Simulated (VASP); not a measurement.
# Si2W (I4/mmm) in VASP: further runs

Aim: see how the results for Si2W move with the level of theory and the settings. Levels: PBE, r2SCAN. Tasks: relaxation of shape and atoms at fixed volume, single point.

Program: VASP 6.6.1. These are calculated values, not measurements. Logs are shortened: lines on timing, memory, paths and dates and some standing lists are left out, and cuts for length are marked.

### Step 1. The cell of the first run

The structure is tetragonal, space group I4/mmm (No. 139). Conventional cell: a = 3.087 Å, b = 3.087 Å, c = 7.576 Å, α = 90.00°, β = 90.00°, γ = 90.00°. Si (site symmetry 4mm) has 9 Si at 2.52 to 3.09 Å and 5 W at 2.52 Å within 3.3 Å. W (site symmetry 4/mmm) has 10 Si at 2.52 Å and 4 W at 3.09 Å within 3.3 Å.

### Step 2. Relaxation of shape and atoms at fixed volume, PBE (12.03 Å³/atom)

INCAR

```
PREC     = Accurate       # precision mode
ENCUT    = 600            # plane-wave cutoff, eV
EDIFF    = 1E-6           # SCF threshold, eV
ISMEAR   = 0              # smearing method
SIGMA    = 0.1            # smearing width, eV
LREAL    = False          # projectors in reciprocal space
LASPH    = True           # aspherical terms in the spheres
NELM     = 80             # most SCF steps
ALGO     = Normal         # electronic algorithm
ISIF     = 4              # what is computed and relaxed
LWAVE    = False          # write WAVECAR
LCHARG   = False          # write CHGCAR
GGA      = PE             # functional
IBRION   = 2              # ionic algorithm
NSW      = 50             # ionic steps
EDIFFG   = -0.01          # ionic threshold
```

KPOINTS

```
Automatic mesh
0
Gamma
  18 18 18
```

POSCAR

```
Si2W
1.0
   -1.5433832583      1.5433832583      3.7880163745
    1.5433832583     -1.5433832583      3.7880163745
    1.5433832583      1.5433832583     -3.7880163745
Si W
2 1
Direct
    0.3331851105      0.3331851105      0.0000000000
    0.6668148895      0.6668148895      0.0000000000
    0.0000000000      0.0000000000      0.0000000000
```

Potentials or basis: VASP PAW PBE potentials, release 64 (Si, W_sv).

Command:

```console
> cat potpaw_PBE.64/Si/POTCAR potpaw_PBE.64/W_sv/POTCAR > POTCAR
> mpirun -np 1 vasp_std > vasp.out
```

OUTCAR:

```text
PREC = Accurate
   ENCUT = 600
   EDIFF = 1E-6
   ISMEAR = 0
   LREAL = False
   LASPH = True
   NELM = 80
   ISIF = 4
   GGA = PE
   IBRION = 2
   NSW = 50
   EDIFFG = -0.01

 ion  position               nearest neighbor table
   1  0.333  0.333  0.000-   2 2.52   2 2.52   2 2.52   2 2.52   3 2.52   3 2.52   3 2.52   3 2.52
                             3 2.52   2 2.53
   2  0.667  0.667  0.000-   1 2.52   1 2.52   1 2.52   1 2.52   3 2.52   3 2.52   3 2.52   3 2.52
                             3 2.52   1 2.53
   3  0.000  0.000  0.000-   2 2.52   2 2.52   2 2.52   1 2.52   2 2.52   1 2.52   1 2.52   1 2.52
                             1 2.52   2 2.52

  LATTYP: Found a body centered tetragonal cell.
 ALAT       =     3.0867665166
 C/A-ratio  =     2.4543588601

  Lattice vectors:

 A1 = (  -1.5433832583,   1.5433832583,   3.7880163745)
 A2 = (   1.5433832583,  -1.5433832583,   3.7880163745)
 A3 = (   1.5433832583,   1.5433832583,  -3.7880163745)

Analysis of symmetry for initial positions (statically):
=====================================================================
 Subroutine PRICEL returns:
 Original cell was already a primitive cell.

 Routine SETGRP: Setting up the symmetry group for a
 body centered tetragonal supercell.

 Subroutine GETGRP returns: Found 16 space group operations
 (whereof 16 operations were pure point group operations)
 out of a pool of 16 trial point group operations.

The static configuration has the point symmetry D_4h.

Analysis of symmetry for dynamics (positions and initial velocities):
=====================================================================
 Subroutine PRICEL returns:
 Original cell was already a primitive cell.

 Routine SETGRP: Setting up the symmetry group for a
 body centered tetragonal supercell.

 Subroutine GETGRP returns: Found 16 space group operations
 (whereof 16 operations were pure point group operations)
 out of a pool of 16 trial point group operations.

The dynamic configuration has the point symmetry D_4h.

 Subroutine INISYM returns: Found 16 space group operations
 (whereof 16 operations are pure point group operations),
 and found     1 'primitive' translations

----------------------------------------------------------------------------------------

                                     Primitive cell

[... 112 lines left out ...]
     AMIX_MAG =   1.60;   BMIX_MAG =  1.00
  volume/ion in A,a.u.               =      12.03        81.19
  Fermi-wavevector in a.u.,A,eV,Ry     =   1.388063  2.623059 26.214611  1.926720
  Thomas-Fermi vector in A             =   2.512225
   LORBIT       =      0    0 simple, 1 ext, 2 COOP (PROOUT), +10 PAW based schemes
   GGA     = PE    functional components
   LHFCALC =     F    Hartree Fock is set to
   AEXX    =    0.0000 exact exchange contribution
   IVDW    =     0    specifies the selected vdW correction
   LEPSILON=     F    determine dielectric tensor
   LRPA    =     F    only Hartree local field effects (RPA)
 conjugate gradient relaxation of ions
 non-spin polarized calculation
 Gauss-broadening in eV      SIGMA  =   0.10
  energy-cutoff  :      600.00
  volume of cell :       36.09
 maximum number of plane-waves:      1229
   NGX = 17   NGY = 17   NGZ = 17

--------------------------------------- Ionic step        1  -------------------------------------------

 number of electron      22.0000000 magnetization

 Free energy of the ion-electron system (eV)
  ---------------------------------------------------
  ext. energy  EPLUGINS =         0.00000000
  ---------------------------------------------------
  free energy    TOTEN  =       -24.30620119 eV

  energy without entropy =      -24.30518832  energy(sigma->0) =      -24.30569476

------------------------ aborting loop because EDIFF is reached ----------------------------------------

  FORCE on cell =-STRESS in cart. coord.  units (eV):
  Direction    XX          YY          ZZ          XY          YZ          ZX
  --------------------------------------------------------------------------------------
  -------------------------------------------------------------------------------------
  Total        8.2667730      8.2667730      8.5362430      0.0000000      0.0000000      0.0000000
  in kB      366.9671476    366.9671476    378.9290856      0.0000000      0.0000000      0.0000000
  external PRESSURE =     370.9544603 kB  Pullay stress =       0.0000000 kB
[... 135 lines left out ...]
--------------------------------------- Ionic step        5  -------------------------------------------

 number of electron      22.0000000 magnetization

 Free energy of the ion-electron system (eV)
  ---------------------------------------------------
  ext. energy  EPLUGINS =         0.00000000
  ---------------------------------------------------
  free energy    TOTEN  =       -24.30683161 eV

  energy without entropy =      -24.30571299  energy(sigma->0) =      -24.30627230

 E-fermi :  13.6906     XC(G=0): -13.0821

 val. band max:       13.6758479958   @ k =  -0.3889  -0.3889   0.3333
 cond. band min:      13.6977824641   @ k =  -0.4444   0.4444   0.3333
 fundamental gap:      0.0219344683
 Fermi energy:        13.6906009399

 k-point     1 :       0.0000    0.0000    0.0000
  band No.  band energies     occupation
      1     -59.9249      2.00000
      2     -24.3322      2.00000
      3     -24.2106      2.00000
      4     -24.2106      2.00000
      5      -1.4103      2.00000
      6       6.0700      2.00000
      7       9.7928      2.00000
      8       9.9450      2.00000
      9      10.5031      2.00000
     10      10.5031      2.00000
     11      14.4983      0.00000
     12      16.0928      0.00000
     13      17.1849      0.00000
     14      17.2812      0.00000
[... 401 lines left out ...]
      2     -24.3562      2.00000
      3     -24.3185      2.00000
      4     -24.2075      2.00000
      5      -0.4020      2.00000
      6       6.3868      2.00000
      7       7.7333      2.00000
      8       9.6724      2.00000
      9      10.4862      2.00000
     10      11.3379      2.00000
     11      12.1742      2.00000
     12      15.7416      0.00000
     13      16.5504      0.00000
     14      18.3987      0.00000
     15      18.7771      0.00000

 [... further k-points ...]

------------------------ aborting loop because EDIFF is reached ----------------------------------------

  FORCE on cell =-STRESS in cart. coord.  units (eV):
  Direction    XX          YY          ZZ          XY          YZ          ZX
  --------------------------------------------------------------------------------------
  -------------------------------------------------------------------------------------
  Total        8.3232929      8.3232929      8.3258319      0.0000000      0.0000000      0.0000000
  in kB      369.4760988    369.4760988    369.5888064      0.0000000      0.0000000      0.0000000
  external PRESSURE =     369.5136680 kB  Pullay stress =       0.0000000 kB
[... 18 lines left out ...]
  FREE ENERGIE OF THE ION-ELECTRON SYSTEM (eV)
  ---------------------------------------------------
  free  energy   TOTEN  =       -24.3068316125 eV

  energy  without entropy=      -24.3057129889  energy(sigma->0) =      -24.30627230

 reached required accuracy - stopping structural energy minimisation
```

OSZICAR:

```text
N       E                     dE             d eps       ncg     rms          rms(c)
DAV:   1     0.140325089471E+03    0.14033E+03   -0.12269E+04 14408   0.167E+03
DAV:   2    -0.205322799560E+02   -0.16086E+03   -0.15863E+03 16535   0.392E+02
DAV:   3    -0.250427443299E+02   -0.45105E+01   -0.44006E+01 19104   0.552E+01
[... 29 lines left out ...]
       N       E                     dE             d eps       ncg     rms          rms(c)
DAV:   1    -0.243068468301E+02   -0.25026E-04   -0.69991E-04 16654   0.243E-01    0.199E-02
DAV:   2    -0.243068347465E+02    0.12084E-04   -0.32046E-05 16717   0.459E-02    0.103E-02
DAV:   3    -0.243068317333E+02    0.30132E-05   -0.69228E-06 18201   0.203E-02    0.282E-03
DAV:   4    -0.243068316125E+02    0.12082E-06   -0.46458E-07  7662   0.584E-03
   5 F= -.24306832E+02 E0= -.24306272E+02  d E =-.242628E-04
```

It took 5.8 min on 1 thread of Intel Xeon 6975P-C (Granite Rapids), shared host; peak memory 0.47 GiB.

Results:

| Quantity | Value |
| --- | --- |
| Free energy | -24.3068 eV |
| Energy gained by relaxing | 0.2 meV/atom |
| Ionic steps | 5 |
| Pressure after relaxing | 37.0 GPa |
| Band gap on the k mesh | zero (bands 11 and 12 overlap by 1.60 eV) |

The path:
| step | energy change (eV) | largest force (eV/Å) | pressure (GPa) | volume (Å³) |
| --- | --- | --- | --- | --- |
| 1 | 0.0000 | 0.1041 | 37.10 | 36.09 |
| 2 | -0.0005 | 0.0216 | 36.87 | 36.09 |
| 3 | -0.0006 | 0.0193 | 36.95 | 36.09 |
| 4 | -0.0006 | 0.0132 | 36.94 | 36.09 |
| 5 | -0.0006 | 0.0000 | 36.95 | 36.09 |

Final structure:
```
Si W
1.0
    -1.54215    1.54215    3.79405
     1.54215   -1.54215    3.79405
     1.54215    1.54215   -3.79405
Si W
2 1
Direct
  0.33266 0.33266 0.00000
  0.66734 0.66734 0.00000
  0.00000 0.00000 0.00000
```

Caveat: spin-orbit coupling is left out, which moves the levels of the heavy elements.

[end of part 1 of 2]
